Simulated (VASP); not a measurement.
The system is CaSe.

```
CELL_PARAMETERS angstrom
3.63478 0.00000 0.00000
0.00000 3.63478 0.00000
0.00000 0.00000 3.63478
ATOMIC_POSITIONS crystal
Ca 0.00000 0.00000 0.00000
Se 0.50000 0.50000 0.50000
```

Base run:

* Program: VASP 6.6.1
* Functional: r2SCAN
* Potentials or basis: VASP PAW PBE potentials, release 64 (Ca_sv, Se)
* Cutoff: 520 eV
* k mesh: 6 × 6 × 6
* Occupations: gaussian, width 0.01 eV
* Spin: no spin polarisation

Its results: band gap on the k mesh 1.24 eV, direct; pressure 0.2 GPa.

Q: The run is repeated on the same cell with these changes: functional from r2SCAN to HSE06; k mesh from 6 × 6 × 6 to 4 × 4 × 4. What comes out?

A: Band gap on the k mesh 1.54 eV, direct; pressure 0.5 GPa.

Several settings changed at once, so the effect can't be laid on one alone.

Caveats: some runs use coarse meshes; the PAW data sets were made with another functional, which shifts forces and pressure a little.

A k mesh can miss the band edges.
